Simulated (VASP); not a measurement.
# Pt (Fm-3m) in VASP: notebook

The runs below take Pt through single point, with PBEsol.

Program: VASP 6.6.1. These are calculated values, not measurements. Logs are shortened: lines on timing, memory, paths and dates and some standing lists are left out, and cuts for length are marked.

## 1. The cell of the first run

The structure is cubic, space group Fm-3m (No. 225). The conventional cell has a = 3.976 Å, b = 3.976 Å, c = 3.976 Å, α = 90.00°, β = 90.00°, γ = 90.00°. Pt (site symmetry m-3m) has 12 Pt at 2.81 Å within 3.7 Å.

## 2. Single point, PBEsol, collinear spin, ferromagnetic start

Input file INCAR:

```
PREC = Accurate
ENCUT = 520
EDIFF = 1E-6
ISMEAR = 0
SIGMA = 0.15
LREAL = False
LASPH = True
NELM = 150
ALGO = Normal
ISIF = 2
LWAVE = False
LCHARG = False
ISPIN = 2
MAGMOM = 0.05
LORBIT = 11
NUPDOWN = 0.05
LMAXMIX = 4
GGA = PS
NBANDS = 15
```

Input file KPOINTS:

```
regular mesh
0
Gamma
  22 22 22
```

Input file POSCAR:

```
Pt
1.0
    0.0000000000      1.9879272712      1.9879272712
    1.9879272712      0.0000000000      1.9879272712
    1.9879272712      1.9879272712      0.0000000000
Pt
1
Direct
    0.0000000000      0.0000000000      0.0000000000
```

Potentials or basis: VASP PAW PBE potentials, release 64 (Pt).

Started as:

```bash
cat potpaw_PBE.64/Pt/POTCAR > POTCAR
mpirun -np 1 vasp_std > vasp.out
```

OUTCAR:

```text
PREC = Accurate
   ENCUT = 520
   EDIFF = 1E-6
   ISMEAR = 0
   LREAL = False
   LASPH = True
   NELM = 150
   ISIF = 2
   ISPIN = 2
   LORBIT = 11
   NUPDOWN = 0.05
   GGA = PS

 ion  position               nearest neighbor table
   1  0.000  0.000  0.000-

  LATTYP: Found a face centered cubic cell.
 ALAT       =     3.9758545424

  Lattice vectors:

 A1 = (   0.0000000000,   1.9879272712,   1.9879272712)
 A2 = (   1.9879272712,   0.0000000000,   1.9879272712)
 A3 = (   1.9879272712,   1.9879272712,   0.0000000000)

Analysis of symmetry for initial positions (statically):
=====================================================================
 Subroutine PRICEL returns:
 Original cell was already a primitive cell.

 Routine SETGRP: Setting up the symmetry group for a
 face centered cubic supercell.

 Subroutine GETGRP returns: Found 48 space group operations
 (whereof 48 operations were pure point group operations)
 out of a pool of 48 trial point group operations.

The static configuration has the point symmetry O_h .

Analysis of symmetry for dynamics (positions and initial velocities):
=====================================================================
 Subroutine PRICEL returns:
 Original cell was already a primitive cell.

 Routine SETGRP: Setting up the symmetry group for a
 face centered cubic supercell.

 Subroutine GETGRP returns: Found 48 space group operations
 (whereof 48 operations were pure point group operations)
 out of a pool of 48 trial point group operations.

The dynamic configuration has the point symmetry O_h .

Analysis of structural, dynamic, and magnetic symmetry:
=====================================================================
 Subroutine PRICEL returns:
 Original cell was already a primitive cell.

 Routine SETGRP: Setting up the symmetry group for a
 face centered cubic supercell.

 Subroutine GETGRP returns: Found 48 space group operations
 (whereof 48 operations were pure point group operations)
 out of a pool of 48 trial point group operations.

The overall configuration has the point symmetry O_h .

 Subroutine INISYM returns: Found 48 space group operations
 (whereof 48 operations are pure point group operations),
 and found     1 'primitive' translations

----------------------------------------------------------------------------------------

                                     Primitive cell

  volume of cell :      15.7120

  direct lattice vectors                    reciprocal lattice vectors
     0.000000000  1.987927271  1.987927271    -0.251518256  0.251518256  0.251518256
     1.987927271  0.000000000  1.987927271     0.251518256 -0.251518256  0.251518256
     1.987927271  1.987927271  0.000000000     0.251518256  0.251518256 -0.251518256

  length of vectors
     2.811353708  2.811353708  2.811353708     0.435642398  0.435642398  0.435642398

  position of ions in fractional coordinates (direct lattice)
     0.000000000  0.000000000  0.000000000

  ion indices of the primitive-cell ions
   primitive index   ion index
                 1           1

----------------------------------------------------------------------------------------

 KPOINTS: regular mesh

Automatic generation of k-mesh.
 Grid dimensions read from file:
 generate k-points for:   22   22   22

 Generating k-lattice:

  Cartesian coordinates                     Fractional coordinates (reciprocal lattice)
    -0.011432648  0.011432648  0.011432648     0.045454545  0.000000000  0.000000000
     0.011432648 -0.011432648  0.011432648     0.000000000  0.045454545  0.000000000
     0.011432648  0.011432648 -0.011432648     0.000000000  0.000000000  0.045454545

  Length of vectors
     0.019801927  0.019801927  0.019801927

  Shift w.r.t. Gamma in fractional coordinates (k-lattice)
     0.000000000  0.000000000  0.000000000

 Subroutine IBZKPT returns following result:
 ===========================================

 Found    328 irreducible k-points:

 Following reciprocal coordinates:
            Coordinates               Weight
  0.000000  0.000000  0.000000      1.000000
  0.045455  0.000000  0.000000      8.000000
  0.090909  0.000000  0.000000      8.000000
  0.136364  0.000000  0.000000      8.000000
  0.181818  0.000000  0.000000      8.000000
  0.227273  0.000000  0.000000      8.000000
[... 16 lines left out ...]
  0.500000  0.045455  0.000000     24.000000
 -0.454545  0.045455  0.000000     24.000000
 [... further k-points ...]
   k-points           NKPTS =    328   k-points in BZ     NKDIM =    328   number of bands    NBANDS=     15
   number of dos      NEDOS =    301   number of ions     NIONS =      1
   total plane-waves  NPLWV =  13824
   dimension x,y,z NGX =    24 NGY =   24 NGZ =   24
   dimension x,y,z NGXF=    48 NGYF=   48 NGZF=   48
   ions per type =               1
   NGX,Y,Z   is equivalent  to a cutoff of  14.19, 14.19, 14.19 a.u.
   NGXF,Y,Z  is equivalent  to a cutoff of  28.38, 28.38, 28.38 a.u.
 SYSTEM =  unknown system
   PREC   = accura    normal or accurate (medium, high low for compatibility)
   ISTART =      0    job   : 0-new  1-cont  2-samecut
   ICHARG =      2    charge: 1-file 2-atom 10-const
   ISPIN  =      2    spin polarized calculation?
   LNONCOLLINEAR =      F non collinear calculations
   LSORBIT =      F    spin-orbit coupling
   LASPH  =      T    aspherical Exc in radial PAW
   ENCUT  =  520.0 eV  38.22 Ry    6.18 a.u.   5.23  5.23  5.23*2*pi/ulx,y,z
   NELM   =    150;   NELMIN=  2; NELMDL= -5     # of ELM steps
   EDIFF  = 0.1E-05   stopping-criterion for ELM
   LREAL  =      F    real-space projection
   EDIFFG = 0.1E-04   stopping-criterion for IOM
   NSW    =      0    number of steps for IOM
   IBRION =     -1    ionic relax: 0-MD 1-quasi-New 2-CG
   NFREE  =      0    steps in history (QN), initial steepest desc. (CG)
   ISIF   =      2    stress and relaxation
   ISYM   =      2    0-nonsym 1-usesym 2-fastsym
   POTIM  = 0.5000    time-step for ionic-motion
   TEBEG  =    0.0;   TEEND  =   0.0 temperature during run
   PSTRESS=    0.0 pullay stress
   NELECT =      10.0000    total number of electrons
   NUPDOWN=       0.0500    fix difference up-down
   EMIN   =  10.00;   EMAX   =-10.00  energy-range for DOS
   EFERMI =   0.00;   METHOD = LEGACY
   ISMEAR =     0;   SIGMA  =   0.15  broadening in eV -4-tet -1-fermi 0-gaus
   EFERMI_NEDOS =   21; number of points for ismear=-14 and -15
   IALGO  =     38    algorithm
   IMIX   =      4    mixing-type and parameters
     AMIX     =   0.40;   BMIX     =  1.00
     AMIX_MAG =   1.60;   BMIX_MAG =  1.00
  volume/ion in A,a.u.               =      15.71       106.03
  Fermi-wavevector in a.u.,A,eV,Ry     =   1.408200  2.661112 26.980724  1.983027
  Thomas-Fermi vector in A             =   2.530382
   LORBIT       =     11    0 simple, 1 ext, 2 COOP (PROOUT), +10 PAW based schemes
   GGA     = PS    functional components
   LHFCALC =     F    Hartree Fock is set to
   AEXX    =    0.0000 exact exchange contribution
   IVDW    =     0    specifies the selected vdW correction
   LEPSILON=     F    determine dielectric tensor
   LRPA    =     F    only Hartree local field effects (RPA)
 spin polarized calculation
 Gauss-broadening in eV      SIGMA  =   0.15
  energy-cutoff  :      520.00
  volume of cell :       15.71
 maximum number of plane-waves:       444
 NGX is ok and might be reduce to    24
   NGX = 11   NGY = 11   NGZ = 11

 number of electron      10.0000002 magnetization       0.0500000

 Free energy of the ion-electron system (eV)
  ---------------------------------------------------
  ext. energy  EPLUGINS =         0.00000000
  ---------------------------------------------------
  free energy    TOTEN  =        -6.94949183 eV

  energy without entropy =       -6.92783410  energy(sigma->0) =       -6.93866297

 E-fermi :  10.3123     XC(G=0): -13.3864

 val. band max:       10.3255980407   @ k =   0.5000   0.4545   0.0000
 cond. band min:      10.3161261816   @ k =   0.4545   0.4545   0.0000
 fundamental gap:     -0.0094718591
 Fermi energy:        10.3274221740

 spin component 1

 k-point     1 :       0.0000    0.0000    0.0000
  band No.  band energies     occupation
      1       0.4796      1.00000
      2       6.7475      1.00000
      3       6.7475      1.00000
      4       6.7475      1.00000
      5       8.7859      1.00000
      6       8.7859      1.00000
      7      25.0486      0.00000
      8      29.7752      0.00000
      9      29.7752      0.00000
     10      29.7752      0.00000
     11      34.9297      0.00000
     12      41.5411      0.00000
     13      41.5411      0.00000
     14      41.5411      0.00000
     15      42.3547      0.00000
[... 397 lines left out ...]
 k-point    24 :      -0.4545    0.0455    0.0000
  band No.  band energies     occupation
      1       3.4279      1.00000
      2       6.6629      1.00000
      3       6.7554      1.00000
      4       9.2272      1.00000
      5      10.2485      0.77148
      6      10.9401      0.00000
      7      16.0293      0.00000
      8      24.7372      0.00000
      9      28.6685      0.00000
     10      29.1148      0.00000
     11      37.6594      0.00000
     12      37.9672      0.00000
     13      39.2361      0.00000
     14      43.0482      0.00000
     15      43.1560      0.00000

 [... further k-points ...]

 spin component 2

 k-point     1 :       0.0000    0.0000    0.0000
  band No.  band energies     occupation
      1       0.4876      1.00000
      2       6.7812      1.00000
      3       6.7812      1.00000
      4       6.7812      1.00000
      5       8.8171      1.00000
      6       8.8171      1.00000
      7      25.0544      0.00000
      8      29.7807      0.00000
      9      29.7807      0.00000
     10      29.7807      0.00000
     11      34.9290      0.00000
     12      41.5523      0.00000
     13      41.5523      0.00000
     14      41.5523      0.00000
     15      42.3969      0.00000
[... 397 lines left out ...]
 k-point    24 :      -0.4545    0.0455    0.0000
  band No.  band energies     occupation
      1       3.4496      1.00000
      2       6.6925      1.00000
      3       6.7852      1.00000
      4       9.2430      1.00000
      5      10.2852      0.60103
      6      10.9660      0.00000
      7      16.0563      0.00000
      8      24.7411      0.00000
      9      28.6798      0.00000
     10      29.1260      0.00000
     11      37.6676      0.00000
     12      37.9755      0.00000
     13      39.2456      0.00000
     14      43.0945      0.00000
     15      43.2050      0.00000

 [... further k-points ...]
[... 5 lines left out ...]
  --------------------------------------------------------------------------------------
  -------------------------------------------------------------------------------------
  Total       -1.1305239     -1.1305239     -1.1305239      0.0000000      0.0000000      0.0000000
  in kB     -115.2813027   -115.2813027   -115.2813027      0.0000000      0.0000000      0.0000000
  external PRESSURE =    -115.2813027 kB  Pullay stress =       0.0000000 kB

 VOLUME and BASIS-vectors are now :
 -----------------------------------------------------------------------------
  energy-cutoff  :      520.00
  volume of cell :       15.71
      direct lattice vectors                 reciprocal lattice vectors
     0.000000000  1.987927271  1.987927271    -0.251518256  0.251518256  0.251518256
     1.987927271  0.000000000  1.987927271     0.251518256 -0.251518256  0.251518256
     1.987927271  1.987927271  0.000000000     0.251518256  0.251518256 -0.251518256

 POSITION                                       TOTAL-FORCE (eV/Angst)
 -----------------------------------------------------------------------------------
      0.00000      0.00000      0.00000         0.000000      0.000000     -0.000000
 -----------------------------------------------------------------------------------
    total drift:                               -0.000000     -0.000000     -0.000000

  FREE ENERGIE OF THE ION-ELECTRON SYSTEM (eV)
  ---------------------------------------------------
  free  energy   TOTEN  =        -6.9494918319 eV

  energy  without entropy=       -6.9278340981  energy(sigma->0) =       -6.93866297

 total charge

# of ion       s       p       d       tot
------------------------------------------
    1        0.612   0.564   8.003   9.178

 magnetization (x)

# of ion       s       p       d       tot
------------------------------------------
    1       -0.000  -0.001   0.051   0.050
```

Run time: 1.7 min. Hardware: 1 thread of AMD EPYC 9R45 (Zen 5), shared host; peak memory 0.21 GiB.

Results:

* Free energy: -6.9495 eV
* Pressure: -11.5 GPa
* Net moment: 0.05 μB per cell
* Site moments: Pt +0.05 μB
* Valence electrons inside the program's atomic spheres: Pt 9.18

Caveat: the PAW data sets were made with another functional, which shifts forces and pressure a little; spin-orbit coupling is left out, which moves the levels of the heavy elements; the total moment is fixed, so each spin has its own Fermi level.

## 3. Single point, PBEsol, collinear spin, ferromagnetic start

Input file INCAR:

```
SYSTEM = Pt
ALGO = Normal
EDIFF = 1E-6
ENCUT = 520
GGA = PS
ISIF = 2
ISMEAR = 0
ISPIN = 2
LASPH = .True.
LCHARG = .False.
LMAXMIX = 4
LORBIT = 11
LREAL = .False.
LWAVE = .False.
MAGMOM = 0.35
NBANDS = 15
NELM = 150
NUPDOWN = 0.35
PREC = Accurate
SIGMA = 0.15
```

Input file KPOINTS:

```
k-points
0
Gamma
  22 22 22
  0 0 0
```

POSCAR is that of step 2.

Potentials or basis: VASP PAW PBE potentials, release 64 (Pt).

Started as:

```bash
cat potpaw_PBE.64/Pt/POTCAR > POTCAR
mpirun -np 1 vasp_std > vasp.out
```

It took 98 s on 1 thread of AMD EPYC 9R45 (Zen 5), shared host; peak memory 0.21 GiB.

Results (log left out):

| Property | Result |
| --- | --- |
| Free energy | -6.9391 eV |
| Pressure | -11.0 GPa |
| Net moment | 0.35 μB per cell |
| Site moments | Pt +0.35 μB |
| Valence electrons inside the program's atomic spheres | Pt 9.18 |

Caveat: the PAW data sets were made with another functional, which shifts forces and pressure a little; spin-orbit coupling is left out, which moves the levels of the heavy elements; the total moment is fixed, so each spin has its own Fermi level.
